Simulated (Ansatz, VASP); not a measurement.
# La2Ge2W: VASP beside Ansatz

The input INCAR:

```
ALGO = Normal ; EDIFF = 1E-6
ENCUT = 520 ; GGA = PE
ISIF = 2 ; ISMEAR = 0
LASPH = True ; LCHARG = True
LELF = True ; LREAL = False
LVHAR = True ; LWAVE = False
NBANDS = 40 ; NELM = 100
PREC = Accurate ; SIGMA = 0.1
```

Contents of KPOINTS:

```
k-points
0
Gamma
  6 6 2
```

The input POSCAR:

```
La2Ge2W
1.0
    4.7664332100      0.0000000000      0.0000000000
   -2.3832166100      4.1278522500      0.0000000000
    0.0000000000      0.0000000000      7.6630935800
La Ge W
2 2 1
Direct
    0.6666666700      0.3333333300      0.3704420000
    0.3333333300      0.6666666700      0.6295580000
    0.6666666700      0.3333333300      0.7613419900
    0.3333333300      0.6666666700      0.2386580100
    0.0000000000      0.0000000000      0.0000000000
```

Input for Ansatz:

```yaml
crystal:
  lattice:
    - [4.76643321, 0.0, 0.0]
    - [-2.38321661, 4.12785225, 0.0]
    - [0.0, 0.0, 7.66309358]
  atoms:
    - { symbol: La, position: [0.66666667, 0.33333333, 0.370442] }
    - { symbol: La, position: [0.33333333, 0.66666667, 0.629558] }
    - { symbol: Ge, position: [0.66666667, 0.33333333, 0.76134199] }
    - { symbol: Ge, position: [0.33333333, 0.66666667, 0.23865801] }
    - { symbol: W, position: [0.0, 0.0, 0.0] }
basis:
  ecutwfc: 420
kpoints:
  mp_grid: { grid: [6, 6, 2] }
hamiltonian:
  xc: pbe
scf:
  occupations: { method: gaussian, width: 0.1 }
  lower_state_search: "off"
output:
  forces: true
  stress: true
  eigenvalues: true
```

Change from the starting cell: species swapped into the YbMg2Bi2 type (P-3m1, No. 164).

Alike in both runs: task single point; functional PBE; k mesh 6 × 6 × 2; occupations gaussian, width 0.1 eV; no spin polarisation.

```csv
,VASP,Ansatz
version,VASP 6.6.1,Ansatz 0.2.0
potentials or method,"VASP PAW PBE potentials, release 64 (La, Ge_d, W_sv), cutoff 520 eV","scalar-relativistic, plane waves, PAW"
valence electrons in the cell,64,64
```

VASP gave:

| Quantity | Value |
| --- | --- |
| gap on the k mesh at the Fermi level (eV) | none |
| pressure (GPa) | -6.0 |
| traceless stress, the component that is largest in VASP (GPa) | -1.05 |
| rms of the force components (eV/Å) | 1.333 |

What did Ansatz give for the same quantities?

gap on the k mesh at the Fermi level (eV): none; pressure (GPa): -6.0; traceless stress, the component that is largest in VASP (GPa): -1.05; rms of the force components (eV/Å): 1.331.

Atom by atom the forces differ by 0.006 eV/Å (rms over components). A gap of «none» marks a metal or a gap that the smearing closes.

The k mesh is coarse, so the values compare programs but aren't converged. Spin-orbit coupling is off throughout.
